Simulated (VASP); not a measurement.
# MoS (Fm-3m) in VASP: further runs, part 2 of 2

VASP 6.6.1.

### Step 5. Single point, PBE+U, collinear spin, ferromagnetic start

This run uses another cell than the first one, of 20.51 Å³/atom, 1.042 times its volume.

The input, INCAR:

```
SYSTEM = MoS
PREC = Accurate ; ENCUT = 520
EDIFF = 1E-7 ; ISMEAR = 0
SIGMA = 0.1 ; LREAL = .False.
LASPH = .True. ; NELM = 150
ALGO = Normal ; ISIF = 2
LWAVE = .False. ; LCHARG = .False.
ISPIN = 2 ; MAGMOM = 0.5 0
LORBIT = 11 ; LMAXMIX = 4
LDAU = .True. ; LDAUTYPE = 2
LDAUL = 2 -1 ; LDAUU = 4.38 0
LDAUJ = 0 0 ; LDAUPRINT = 1
GGA = PE ; NBANDS = 21
```

The input, KPOINTS:

```
regular mesh
0
Gamma
  14 14 14
  0 0 0
```

The input, POSCAR:

```
MoS
1.0
    0.0000000000      2.7373208118      2.7373208118
    2.7373208118      0.0000000000      2.7373208118
    2.7373208118      2.7373208118      0.0000000000
Mo S
1 1
Direct
    0.0000000000      0.0000000000      0.0000000000
    0.5000000000      0.5000000000      0.5000000000
```

Potentials or basis: VASP PAW PBE potentials, release 64 (Mo_sv, S).

Started as:

```console
cat potpaw_PBE.64/Mo_sv/POTCAR potpaw_PBE.64/S/POTCAR > POTCAR
mpirun -np 1 vasp_std > vasp.out
```

OUTCAR:

```text
SYSTEM = MoS
   PREC = Accurate
   ENCUT = 520
   EDIFF = 1E-7
   ISMEAR = 0
   LREAL = .False.
   LASPH = .True.
   NELM = 150
   ISIF = 2
   ISPIN = 2
   LORBIT = 11
   GGA = PE

 ion  position               nearest neighbor table
   1  0.000  0.000  0.000-   2 2.74   2 2.74   2 2.74   2 2.74   2 2.74   2 2.74
   2  0.500  0.500  0.500-   1 2.74   1 2.74   1 2.74   1 2.74   1 2.74   1 2.74

  LATTYP: Found a face centered cubic cell.
 ALAT       =     5.4746416236

  Lattice vectors:

 A1 = (   0.0000000000,   2.7373208118,   2.7373208118)
 A2 = (   2.7373208118,   0.0000000000,   2.7373208118)
 A3 = (   2.7373208118,   2.7373208118,   0.0000000000)

Analysis of symmetry for initial positions (statically):
=====================================================================
 Subroutine PRICEL returns:
 Original cell was already a primitive cell.

 Routine SETGRP: Setting up the symmetry group for a
 face centered cubic supercell.

 Subroutine GETGRP returns: Found 48 space group operations
 (whereof 48 operations were pure point group operations)
 out of a pool of 48 trial point group operations.

The static configuration has the point symmetry O_h .

Analysis of symmetry for dynamics (positions and initial velocities):
=====================================================================
 Subroutine PRICEL returns:
 Original cell was already a primitive cell.

 Routine SETGRP: Setting up the symmetry group for a
 face centered cubic supercell.

 Subroutine GETGRP returns: Found 48 space group operations
 (whereof 48 operations were pure point group operations)
 out of a pool of 48 trial point group operations.

The dynamic configuration has the point symmetry O_h .
[... 186 lines left out ...]
  o =  0.8556  v =  0.0000 -0.9288 -0.0000 -0.3706  0.0000  0.0000  0.0000  0.0000  0.0000  0.0000      0.0000  0.0000  0.0000  0.0000  0.0000  0.0000  0.0000  0.0000  0.0000  0.0000
  o =  0.8556  v =  1.0000  0.0000  0.0000  0.0000  0.0000  0.0000  0.0000  0.0000  0.0000  0.0000      0.0000  0.0000  0.0000  0.0000  0.0000  0.0000  0.0000  0.0000  0.0000  0.0000

 number of electron      19.9999998 magnetization       3.9251407

 Free energy of the ion-electron system (eV)
  ---------------------------------------------------
  ext. energy  EPLUGINS =         0.00000000
  ---------------------------------------------------
  free energy    TOTEN  =       -11.16618796 eV

  energy without entropy =      -11.16245451  energy(sigma->0) =      -11.16432123

 E-fermi :   7.8419     XC(G=0): -10.5631

 val. band max:        7.8165408648   @ k =   0.3571   0.3571   0.0000
 cond. band min:       7.8606916016   @ k =  -0.3571   0.4286   0.2143
 fundamental gap:      0.0441507368
 Fermi energy:         7.8418710478

 spin component 1

 k-point     1 :       0.0000    0.0000    0.0000
  band No.  band energies     occupation
      1     -54.3084      1.00000
      2     -28.5125      1.00000
      3     -28.5125      1.00000
      4     -28.5124      1.00000
      5      -6.7403      1.00000
      6       4.1234      1.00000
[... 1145 lines left out ...]
     20      21.8444      0.00000
     21      24.3518      0.00000

 [... further k-points ...]

------------------------ aborting loop because EDIFF is reached ----------------------------------------

  FORCE on cell =-STRESS in cart. coord.  units (eV):
  Direction    XX          YY          ZZ          XY          YZ          ZX
  --------------------------------------------------------------------------------------
  -------------------------------------------------------------------------------------
  Total       -0.5994302     -0.5994302     -0.5994302     -0.0000000      0.0000000     -0.0000000
  in kB      -23.4121939    -23.4121939    -23.4121939     -0.0000000      0.0000000     -0.0000000
  external PRESSURE =     -23.4121939 kB  Pullay stress =       0.0000000 kB

 VOLUME and BASIS-vectors are now :
 -----------------------------------------------------------------------------
  energy-cutoff  :      520.00
  volume of cell :       41.02
      direct lattice vectors                 reciprocal lattice vectors
     0.000000000  2.737320812  2.737320812    -0.182660358  0.182660358  0.182660358
     2.737320812  0.000000000  2.737320812     0.182660358 -0.182660358  0.182660358
     2.737320812  2.737320812  0.000000000     0.182660358  0.182660358 -0.182660358

 POSITION                                       TOTAL-FORCE (eV/Angst)
 -----------------------------------------------------------------------------------
      0.00000      0.00000      0.00000        -0.000000      0.000000      0.000000
      2.73732      2.73732      2.73732         0.000000     -0.000000     -0.000000
 -----------------------------------------------------------------------------------
    total drift:                               -0.000000      0.000000      0.000000

  FREE ENERGIE OF THE ION-ELECTRON SYSTEM (eV)
  ---------------------------------------------------
  free  energy   TOTEN  =       -11.1661879573 eV

  energy  without entropy=      -11.1624545061  energy(sigma->0) =      -11.16432123

 total charge

# of ion       s       p       d       tot
------------------------------------------
    1        2.190   6.053   3.898  12.141
    2        1.326   2.376   0.000   3.703
--------------------------------------------------
tot          3.516   8.430   3.898  15.843

 magnetization (x)

# of ion       s       p       d       tot
------------------------------------------
    1        0.066   0.026   3.438   3.530
    2        0.012  -0.098   0.000  -0.086
--------------------------------------------------
tot          0.078  -0.072   3.438   3.445
```

OSZICAR:

```text
N       E                     dE             d eps       ncg     rms          rms(c)
DAV:   1     0.140446855647E+03    0.14045E+03   -0.97794E+03  8736   0.878E+02
DAV:   2    -0.542125411275E+01   -0.14587E+03   -0.14116E+03 10364   0.258E+02
DAV:   3    -0.951042464437E+01   -0.40892E+01   -0.40401E+01 10486   0.396E+01
[... 11 lines left out ...]
DAV:  15    -0.111661846082E+02   -0.37247E-04   -0.19545E-05  9740   0.304E-02    0.134E-02
DAV:  16    -0.111661854390E+02   -0.83081E-06   -0.51378E-06  9547   0.136E-02    0.844E-03
DAV:  17    -0.111661877962E+02   -0.23572E-05   -0.20365E-06  9860   0.950E-03    0.358E-03
DAV:  18    -0.111661879230E+02   -0.12680E-06   -0.14594E-07  9147   0.220E-03    0.241E-03
DAV:  19    -0.111661879573E+02   -0.34241E-07   -0.28660E-08  5301   0.103E-03
   1 F= -.11166188E+02 E0= -.11164321E+02  d E =-.373345E-02  mag=     3.9247
```

stdout:

```text
POSCAR found type information on POSCAR MoS
 POSCAR found :  2 types and       2 ions
 scaLAPACK will be used
 LDA part: xc-table for (Slater+PW92), standard interpolation
 POSCAR, INCAR and KPOINTS ok, starting setup
 FFT: planning ... GRIDC
 FFT: planning ... GRID_SOFT
 FFT: planning ... GRID
 WAVECAR not read
 entering main loop
```

Wall time 3.6 min (1 thread of AMD EPYC 9R14 (Zen 4), shared host); peak memory 0.25 GiB.

What came out:

```yaml
Free_energy: -11.1662 eV
Pressure: -2.3 GPa
Net_moment: 3.93 μB per cell
Site_moments: Mo +3.53; S -0.09 μB
Valence_electrons_inside_the_program's_atomic_spheres: Mo 12.14; S 3.70
```

Eigenvalues of the final occupation matrices:
| site | spin | trace | eigenvalues |
| --- | --- | --- | --- |
| site 1 d | 1 | 3.70 | 0.57 0.57 0.86 0.86 0.86 |
| site 1 d | 2 | 0.23 | 0.02 0.02 0.02 0.08 0.08 |
